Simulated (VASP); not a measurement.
Wanted: the native input for a VASP 6.6.1 run.

```yaml
Task: single point
Functional: PBE
Potentials_or_basis: VASP PAW PBE potentials, release 64 (Li_sv, Tm_3, H), 4f in core
Cutoff: 750 eV
k_mesh: 4 × 4 × 3
Occupations: gaussian, width 0.15 eV
Spin: no spin polarisation
Dipole_correction: no
Mended: yes
Further_INCAR_settings: ALGO = Normal; EDIFF = 1e-06; NBANDS = 17
```

The structure of LiTmH4 lies in POSCAR:

```
LiTmH4
1.0
    3.5325900358      0.0000000000      0.0000000000
    0.0000000000      3.5325900358      0.0000000000
    0.0000000000      0.0000000000      4.9703349213
Li Tm H
1 1 4
Direct
    0.0000000000      0.0000000000      0.0000000000
    0.5000000000      0.5000000000      0.5000000000
    0.5000000000      0.0000000000      0.7483274646
    0.0000000000      0.5000000000      0.2516725354
    0.5000000000      0.0000000000      0.2516725354
    0.0000000000      0.5000000000      0.7483274646
```

The cell was built from a structure type or drawn by symmetry, and may not be a known phase.

These files were run (other wordings do the same):

INCAR

```
PREC = Accurate
ENCUT = 750
EDIFF = 1E-6
ISMEAR = 0
SIGMA = 0.15
LREAL = F
LASPH = T
NELM = 200
ALGO = Normal
ISIF = 2
LWAVE = F
LCHARG = F
GGA = PE
NBANDS = 17
GGA_COMPAT = F
LMAXMIX = 6
```

KPOINTS

```
Automatic mesh
0
Gamma
  4 4 3
```

Potentials or basis: VASP PAW PBE potentials, release 64 (Li_sv, Tm_3, H), 4f in core.

The run is started by

```console
$ cat potpaw_PBE.64/Li_sv/POTCAR potpaw_PBE.64/Tm_3/POTCAR potpaw_PBE.64/H/POTCAR > POTCAR
$ mpirun -np 1 vasp_std > vasp.out
```

It gave:

| Quantity | Value |
| --- | --- |
| Pressure | 0.5 GPa |
| Largest force | 0.006 eV/Å |
| Band gap on the k mesh | zero (bands 8 and 9 overlap by 0.70 eV) |

Caveat: the k points lie up to 0.44 Å⁻¹ apart, too coarse for converged energies and pressures of a metal; spin-orbit coupling is left out, which moves the levels of the heavy elements; the 4f electrons are frozen in the core, so they carry no moment and show no levels.

It took 29 s on 1 thread of Intel(R) Xeon(R) Platinum 8488C (Sapphire Rapids) (shared host), peak memory 0.22 GiB.
